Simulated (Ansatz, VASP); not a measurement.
## KTaO3 in VASP and in Ansatz

```
K Ta O
1.0
     3.79890    0.00000    0.00000
     0.00000    3.79890    0.00000
     0.00000    0.00000    3.79890
K Ta O
1 1 3
Direct
  0.50000 0.50000 0.50000
  0.00000 0.00000 0.00000
  0.00000 0.50000 0.00000
  0.00000 0.00000 0.50000
  0.50000 0.00000 0.00000
```

Alike in both runs: task single point; functional PBEsol; k mesh 8 × 8 × 8; occupations gaussian, width 0.02 eV; no spin polarisation.

|  | VASP | Ansatz |
| --- | --- | --- |
| version | VASP 6.6.1 | Ansatz 0.2.0 |
| potentials or method | VASP PAW PBE potentials, release 64 (K_sv, Ta_pv, O), cutoff 520 eV | scalar-relativistic, plane waves, PAW |
| valence electrons in the cell | 38 | 40 |

```csv
,VASP,Ansatz,Ansatz less VASP
gap on the k mesh at the Fermi level (eV),2.35,2.41,+0.060
least direct gap on the mesh (eV),2.83,2.87,+0.039
```

VASP's potentials were made for PBE, not for PBEsol. VASP's potentials hold 38 valence electrons a cell and Ansatz's 40, so a difference there can come from the potentials and not from the codes.

Neither program's run includes spin-orbit coupling.
